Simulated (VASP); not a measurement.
**TiAl3: single point with PBE**

The system is TiAl3.

```
CELL_PARAMETERS angstrom
-1.92267 1.92267 4.31140
1.92267 -1.92267 4.31140
1.92267 1.92267 -4.31140
ATOMIC_POSITIONS crystal
Ti 0.00000 0.00000 0.00000
Al 0.50000 0.50000 0.00000
Al 0.75000 0.25000 0.50000
Al 0.25000 0.75000 0.50000
```

| Property | Result |
| --- | --- |
| Program | VASP 6.6.1 |
| Task | single point |
| Functional | PBE |
| Potentials or basis | VASP PAW PBE potentials, release 64 (Ti_sv, Al) |
| Cutoff | 520 eV |
| k mesh | 16 × 16 × 16 |
| Occupations | gaussian, width 0.1 eV |
| Spin | no spin polarisation |
| Dipole correction | no |
| Further INCAR settings | ALGO = Normal; EDIFF = 1e-06; NBANDS = 18 |

| Item | Value |
| --- | --- |
| Pressure | -0.1 GPa |

Levels at points of the mesh, in eV from the Fermi level:
```
           k point  band 9  band 10  band 11  band 12  band 13  band 14
(0.00, 0.00, 0.00)   -1.21    -1.21     0.82     1.71     1.71     2.23
(0.50, 0.00, 0.00)   -1.05    -0.26     0.50     1.77     2.06     2.67
(0.50, 0.50, 0.00)   -2.70    -2.20    -0.98     1.73     1.91     2.66
(0.50, 0.50, 0.50)   -0.93    -0.23     0.70     0.70     0.93     3.04
```

It took 7.4 min on 1 thread of Intel(R) Xeon(R) Platinum 8259CL CPU @ 2.50GHz (Skylake/Cascade Lake), with other jobs on the host, peak memory 0.53 GiB.
